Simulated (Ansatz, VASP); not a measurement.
## One calculation of Mo, two programs

```xyz
1
Lattice="2.6945 0.0000 0.0000 -1.3472 2.3335 0.0000 0.0000 0.0000 2.5552" Properties=species:S:1:pos:R:3 pbc="T T T"
Mo    0.0000    0.0000    1.2776
```

Change from the starting cell: strain -0.015 along x and y, +0.000 along z, atoms carried along.

Alike in both runs: task single point; functional r2SCAN; k mesh 18 × 18 × 18; occupations gaussian, width 0.15 eV; no spin polarisation.

|  | VASP | Ansatz |
| --- | --- | --- |
| version | VASP 6.6.1 | Ansatz 0.2.0 |
| potentials or method | VASP PAW PBE potentials, release 64 (Mo_sv), cutoff 520 eV | scalar-relativistic, plane waves, PAW |
| valence electrons in the cell | 14 | 14 |

VASP gave:

```
gap on the k mesh at the Fermi level (eV)                     : none
pressure (GPa)                                                : 9.0
traceless stress, the component that is largest in VASP (GPa) : -7.93
```

Question: What did Ansatz give for the same quantities?

Answer: gap on the k mesh at the Fermi level (eV): none; pressure (GPa): 7.8; traceless stress, the component that is largest in VASP (GPa): -7.99.

VASP's potentials were made for PBE, not for r2SCAN. A gap of «none» marks a metal or a gap that the smearing closes. With one functional, cell and mesh, what is left measures potentials, basis and numerics.
